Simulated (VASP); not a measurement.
# Ti (P6/mmm) in VASP: notebook

Ti is run at these levels: LDA; tasks: single point.

Program: VASP 6.6.1. These are calculated values, not measurements. Logs are shortened: lines on timing, memory, paths and dates and some standing lists are left out, and cuts for length are marked.

## Step 1: The cell of the first run

The structure is hexagonal, space group P6/mmm (No. 191). The conventional cell has a = 4.474 Å, b = 4.474 Å, c = 2.769 Å, α = 90.00°, β = 90.00°, γ = 120.00°. Ti (site symmetry -6m2) has 11 Ti at 2.58 to 2.93 Å within 3.4 Å. Within 3.6 Å of Ti (site symmetry 6/mmm) lie 14 Ti at 2.77 to 2.93 Å.

## Step 2: Single point, LDA (volume scaled by 0.94)

File INCAR:

```
SYSTEM = Ti
  ALGO = Fast
  EDIFF = 1E-6
  ENCUT = 520
  ISIF = 2
  ISMEAR = -1
  LASPH = .TRUE.
  LCHARG = .TRUE.
  LELF = .TRUE.
  LREAL = .FALSE.
  LVHAR = .TRUE.
  LWAVE = .FALSE.
  NBANDS = 25
  NELM = 80
  PREC = Accurate
  SIGMA = 0.05
```

File KPOINTS:

```
k-points
0
G
  7 7 9
  0 0 0
```

File POSCAR:

```
Ti
1.0
    4.4741369374      0.0000000000      0.0000000000
   -2.2370684687      3.8747162478      0.0000000000
    0.0000000000      0.0000000000      2.7685496267
Ti
3
Direct
    0.6666666667      0.3333333333      0.5000000000
    0.3333333333      0.6666666667      0.5000000000
    0.0000000000      0.0000000000      0.0000000000
```

Potentials or basis: VASP PAW LDA potentials, release 64 (Ti_sv).

Run with:

```console
> cat potpaw_LDA.64/Ti_sv/POTCAR > POTCAR
> mpirun -np 1 vasp_std > vasp.out
```

OUTCAR:

```text
SYSTEM = Ti
   EDIFF = 1E-6
   ENCUT = 520
   ISIF = 2
   ISMEAR = -1
   LASPH = .TRUE.
   LREAL = .FALSE.
   NELM = 80
   PREC = Accurate

 ion  position               nearest neighbor table
   1  0.667  0.333  0.500-   2 2.58   2 2.58   2 2.58
   2  0.333  0.667  0.500-   1 2.58   1 2.58   1 2.58
   3  0.000  0.000  0.000-

  LATTYP: Found a hexagonal cell.
 ALAT       =     4.4741369374
 C/A-ratio  =     0.6187896494

  Lattice vectors:

 A1 = (   4.4741369374,   0.0000000000,   0.0000000000)
 A2 = (  -2.2370684687,   3.8747162478,   0.0000000000)
 A3 = (   0.0000000000,   0.0000000000,   2.7685496267)

Analysis of symmetry for initial positions (statically):
=====================================================================
 Subroutine PRICEL returns:
 Original cell was already a primitive cell.

 Routine SETGRP: Setting up the symmetry group for a
 hexagonal supercell.

 Subroutine GETGRP returns: Found 24 space group operations
 (whereof 24 operations were pure point group operations)
 out of a pool of 24 trial point group operations.

The static configuration has the point symmetry D_6h.

Analysis of symmetry for dynamics (positions and initial velocities):
=====================================================================
 Subroutine PRICEL returns:
 Original cell was already a primitive cell.

 Routine SETGRP: Setting up the symmetry group for a
 hexagonal supercell.

 Subroutine GETGRP returns: Found 24 space group operations
 (whereof 24 operations were pure point group operations)
 out of a pool of 24 trial point group operations.

The dynamic configuration has the point symmetry D_6h.

 Subroutine INISYM returns: Found 24 space group operations
 (whereof 24 operations are pure point group operations),
 and found     1 'primitive' translations

----------------------------------------------------------------------------------------

                                     Primitive cell

  volume of cell :      47.9956

  direct lattice vectors                    reciprocal lattice vectors
     4.474136937  0.000000000  0.000000000     0.223506793  0.129041707  0.000000000
    -2.237068469  3.874716248  0.000000000     0.000000000  0.258083415  0.000000000
     0.000000000  0.000000000  2.768549627     0.000000000  0.000000000  0.361199955

  length of vectors
     4.474136937  4.474136937  2.768549627     0.258083415  0.258083415  0.361199955

  position of ions in fractional coordinates (direct lattice)
     0.666666667  0.333333333  0.500000000
     0.333333333  0.666666667  0.500000000
     0.000000000  0.000000000  0.000000000

  ion indices of the primitive-cell ions
   primitive index   ion index
                 1           1
                 2           2
                 3           3

----------------------------------------------------------------------------------------

 KPOINTS: k-points

Automatic generation of k-mesh.
 Grid dimensions read from file:
 generate k-points for:    7    7    9

 Generating k-lattice:

  Cartesian coordinates                     Fractional coordinates (reciprocal lattice)
     0.031929542  0.018434530  0.000000000     0.142857143  0.000000000  0.000000000
     0.000000000  0.036869059  0.000000000     0.000000000  0.142857143  0.000000000
     0.000000000  0.000000000  0.040133328     0.000000000  0.000000000  0.111111111

  Length of vectors
     0.036869059  0.036869059  0.040133328

  Shift w.r.t. Gamma in fractional coordinates (k-lattice)
     0.000000000  0.000000000  0.000000000

 Subroutine IBZKPT returns following result:
 ===========================================

 Found     40 irreducible k-points:

 Following reciprocal coordinates:
            Coordinates               Weight
  0.000000  0.000000  0.000000      1.000000
  0.142857 -0.000000  0.000000      6.000000
  0.285714 -0.000000  0.000000      6.000000
  0.428571 -0.000000  0.000000      6.000000
  0.142857  0.142857  0.000000      6.000000
  0.285714  0.142857  0.000000     12.000000
[... 16 lines left out ...]
  0.428571  0.142857  0.222222     12.000000
  0.285714  0.285714  0.222222     12.000000
 [... further k-points ...]
   k-points           NKPTS =     40   k-points in BZ     NKDIM =     40   number of bands    NBANDS=     25
   number of dos      NEDOS =    301   number of ions     NIONS =      3
   total plane-waves  NPLWV =  31104
   dimension x,y,z NGX =    36 NGY =   36 NGZ =   24
   dimension x,y,z NGXF=    72 NGYF=   72 NGZF=   48
   ions per type =               3
   NGX,Y,Z   is equivalent  to a cutoff of  13.38, 13.38, 14.41 a.u.
   NGXF,Y,Z  is equivalent  to a cutoff of  26.75, 26.75, 28.82 a.u.
 SYSTEM =  Ti
   PREC   = accura    normal or accurate (medium, high low for compatibility)
   ISTART =      0    job   : 0-new  1-cont  2-samecut
   ICHARG =      2    charge: 1-file 2-atom 10-const
   ISPIN  =      1    spin polarized calculation?
   LNONCOLLINEAR =      F non collinear calculations
   LSORBIT =      F    spin-orbit coupling
   LASPH  =      T    aspherical Exc in radial PAW
   ENCUT  =  520.0 eV  38.22 Ry    6.18 a.u.   8.32  8.32  5.15*2*pi/ulx,y,z
   NELM   =     80;   NELMIN=  2; NELMDL= -5     # of ELM steps
   EDIFF  = 0.1E-05   stopping-criterion for ELM
   LREAL  =      F    real-space projection
   EDIFFG = 0.1E-04   stopping-criterion for IOM
   NSW    =      0    number of steps for IOM
   IBRION =     -1    ionic relax: 0-MD 1-quasi-New 2-CG
   NFREE  =      0    steps in history (QN), initial steepest desc. (CG)
   ISIF   =      2    stress and relaxation
   ISYM   =      2    0-nonsym 1-usesym 2-fastsym
   POTIM  = 0.5000    time-step for ionic-motion
   TEBEG  =    0.0;   TEEND  =   0.0 temperature during run
   PSTRESS=    0.0 pullay stress
   NELECT =      36.0000    total number of electrons
   NUPDOWN=      -1.0000    fix difference up-down
   EMIN   =  10.00;   EMAX   =-10.00  energy-range for DOS
   EFERMI =   0.00;   METHOD = LEGACY
   ISMEAR =    -1;   SIGMA  =   0.05  broadening in eV -4-tet -1-fermi 0-gaus
   EFERMI_NEDOS =   21; number of points for ismear=-14 and -15
   IALGO  =     68    algorithm
   IMIX   =      4    mixing-type and parameters
     AMIX     =   0.40;   BMIX     =  1.00
     AMIX_MAG =   1.60;   BMIX_MAG =  1.00
  volume/ion in A,a.u.               =      16.00       107.96
  Fermi-wavevector in a.u.,A,eV,Ry     =   1.487448  2.810869 30.102917  2.212502
  Thomas-Fermi vector in A             =   2.600608
   LORBIT       =      0    0 simple, 1 ext, 2 COOP (PROOUT), +10 PAW based schemes
   GGA     = CA    functional components
   LHFCALC =     F    Hartree Fock is set to
   AEXX    =    0.0000 exact exchange contribution
   IVDW    =     0    specifies the selected vdW correction
   LEPSILON=     F    determine dielectric tensor
   LRPA    =     F    only Hartree local field effects (RPA)
 non-spin polarized calculation
 RMM-DIIS sequential band-by-band and
  energy-cutoff  :      520.00
  volume of cell :       48.00
 maximum number of plane-waves:      1306
 NGX is ok and might be reduce to    36
   NGX = 17   NGY = 17   NGZ = 11

 number of electron      36.0000012 magnetization

 Free energy of the ion-electron system (eV)
  ---------------------------------------------------
  ext. energy  EPLUGINS =         0.00000000
  ---------------------------------------------------
  free energy    TOTEN  =       -25.73042298 eV

  energy without entropy =      -25.70674678  energy(sigma->0) =      -25.71858488

 E-fermi :   8.8705     XC(G=0): -12.1833

 val. band max:        8.8626644190   @ k =   0.4286   0.1429   0.3333
 cond. band min:       8.8871682222   @ k =   0.4286   0.1429   0.2222
 fundamental gap:      0.0245038031
 Fermi energy:         8.8704881361

 k-point     1 :       0.0000    0.0000    0.0000
  band No.  band energies     occupation
      1     -47.1913      2.00000
      2     -46.9342      2.00000
      3     -46.7252      2.00000
      4     -23.9178      2.00000
      5     -23.9178      2.00000
      6     -23.8600      2.00000
[... 17 lines left out ...]
     24      10.8704      0.00000
     25      10.8726      0.00000

 k-point     2 :       0.1429   -0.0000    0.0000
  band No.  band energies     occupation
      1     -47.1857      2.00000
      2     -46.9296      2.00000
      3     -46.7358      2.00000
      4     -24.0126      2.00000
      5     -23.9857      2.00000
      6     -23.7619      2.00000
[... 17 lines left out ...]
     24      10.4929      0.00000
     25      11.3334      0.00000

 k-point     3 :       0.2857   -0.0000    0.0000
  band No.  band energies     occupation
      1     -47.1735      2.00000
      2     -46.9143      2.00000
      3     -46.7645      2.00000
      4     -24.1059      2.00000
      5     -23.9860      2.00000
      6     -23.6611      2.00000
[... 17 lines left out ...]
     24      10.8914      0.00000
     25      11.7801      0.00000

 k-point     4 :       0.4286   -0.0000    0.0000
  band No.  band energies     occupation
      1     -47.1642      2.00000
      2     -46.8918      2.00000
      3     -46.7974      2.00000
      4     -24.1575      2.00000
      5     -23.9059      2.00000
      6     -23.6758      2.00000
[... 17 lines left out ...]
     24      11.2642      0.00000
     25      11.5271      0.00000
[... 477 lines left out ...]
 k-point    22 :       0.2857    0.1429    0.2222
  band No.  band energies     occupation
      1     -47.1337      2.00000
      2     -46.8679      2.00000
      3     -46.7592      2.00000
      4     -24.0320      2.00000
      5     -23.9418      2.00000
      6     -23.7770      2.00000
[... 17 lines left out ...]
     24      11.1912      0.00000
     25      11.5273      0.00000

 k-point    23 :       0.4286    0.1429    0.2222
  band No.  band energies     occupation
      1     -47.1311      2.00000
      2     -46.8473      2.00000
      3     -46.7828      2.00000
      4     -24.0472      2.00000
      5     -23.8917      2.00000
      6     -23.8434      2.00000
[... 17 lines left out ...]
     24      11.4329      0.00000
     25      11.6254      0.00000

 k-point    24 :       0.2857    0.2857    0.2222
  band No.  band energies     occupation
      1     -47.1307      2.00000
      2     -46.8370      2.00000
      3     -46.7935      2.00000
      4     -24.0021      2.00000
      5     -23.9311      2.00000
      6     -23.8695      2.00000
[... 17 lines left out ...]
     24      11.6193      0.00000
     25      11.6701      0.00000

 [... further k-points ...]
[... 5 lines left out ...]
  --------------------------------------------------------------------------------------
  -------------------------------------------------------------------------------------
  Total       -0.5157191     -0.5157191     -0.2550251      0.0000000      0.0000000      0.0000000
  in kB      -17.2156057    -17.2156057     -8.5131854      0.0000000      0.0000000      0.0000000
  external PRESSURE =     -14.3147989 kB  Pullay stress =       0.0000000 kB

 VOLUME and BASIS-vectors are now :
 -----------------------------------------------------------------------------
  energy-cutoff  :      520.00
  volume of cell :       48.00
      direct lattice vectors                 reciprocal lattice vectors
     4.474136937  0.000000000  0.000000000     0.223506793  0.129041707  0.000000000
    -2.237068469  3.874716248  0.000000000     0.000000000  0.258083415  0.000000000
     0.000000000  0.000000000  2.768549627     0.000000000  0.000000000  0.361199955

 POSITION                                       TOTAL-FORCE (eV/Angst)
 -----------------------------------------------------------------------------------
      2.23707      1.29157      1.38427        -0.000000      0.000000      0.000000
     -0.00000      2.58314      1.38427         0.000000      0.000000      0.000000
      0.00000      0.00000      0.00000        -0.000000      0.000000      0.000000
 -----------------------------------------------------------------------------------
    total drift:                                0.000000      0.000000     -0.000000

  FREE ENERGIE OF THE ION-ELECTRON SYSTEM (eV)
  ---------------------------------------------------
  free  energy   TOTEN  =       -25.7304229786 eV

  energy  without entropy=      -25.7067467812  energy(sigma->0) =      -25.71858488
```

Wall time 3.1 min (1 thread of AMD EPYC 7R43 (Zen 3), shared host); peak memory 0.13 GiB.

What came out:

* Free energy: -25.7304 eV
* Pressure: -1.4 GPa
* Band gap on the k mesh: zero (band 18 reaches 9.05 eV, above the bottom of band 19 at 8.74 eV)

[end of part 1 of 2]
